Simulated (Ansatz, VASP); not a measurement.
## Two plane-wave programs on Al2Ga3N5

```
Al Ga N
1.0
     1.48088    0.85498   12.10933
    -1.48088    0.85498   12.10933
     0.00000   -1.70997   12.10933
Al Ga N
2 3 5
Direct
  0.69888 0.69888 0.69888
  0.30112 0.30112 0.30112
  0.09845 0.09845 0.09845
  0.90155 0.90155 0.90155
  0.50000 0.50000 0.50000
  0.39711 0.39711 0.39711
  0.00000 0.00000 0.00000
  0.60289 0.60289 0.60289
  0.20081 0.20081 0.20081
  0.79919 0.79919 0.79919
```

Alike in both runs: functional PBE; k mesh 6 × 6 × 6; occupations gaussian, width 0.1 eV; no spin polarisation.

Ansatz relaxed the structure, and its values are those at the end. VASP's run is a single point on that final structure, the one shown.

```csv
,VASP,Ansatz
version,VASP 6.6.1,Ansatz 0.2.0
potentials or method,"VASP PAW PBE potentials, release 64 (Al, Ga_d, N), cutoff 520 eV","scalar-relativistic, plane waves, PAW"
valence electrons in the cell,70,70
```

```tsv
	VASP	Ansatz	Ansatz less VASP
gap on the k mesh at the Fermi level (eV)	1.43	1.45	+0.011
least direct gap on the mesh (eV)	1.93	1.94	+0.011
pressure (GPa)	0.4	0.0	-0.39
rms of the force components (eV/Å)	0.012	0.000	-0.0118
```
